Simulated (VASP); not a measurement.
Runs of VASP 6.6.1 on InSb. The structure is that of space group P4/mmm (No. 123), or close to it. The cells are those of the table. 

```tsv
cell	gap on the mesh (eV)	pressure (GPa)
a = 2.955, b = 2.955, c = 5.252 Å, 2 atoms	none	17.4
a = 2.811, b = 2.811, c = 6.358 Å, 2 atoms	none	8.3
a = 2.985, b = 2.985, c = 5.636 Å, 2 atoms	none	(a)
a = 2.948, b = 2.948, c = 6.280 Å, 2 atoms	none	(b)
a = 2.727, b = 2.727, c = 6.168 Å, 2 atoms	none	18.3
```

Alike in all rows: task single point; level LDA; potentials or basis VASP PAW LDA potentials, release 64 (In_d, Sb); no spin polarisation; k mesh 16 × 16 × 8; cutoff (eV) 520; smearing gaussian 0.15 eV.

Estimate the missing entries.

(a) 6.1; (b) 0.6.

Caveats: spin-orbit coupling is left out, which moves the levels of the heavy elements; the cell stands under pressure (at least some runs).

A k mesh can miss the band edges, and the runs leave out spin-orbit coupling on In, Sb.

A gap of «none» marks levels without a gap at the run's occupations.
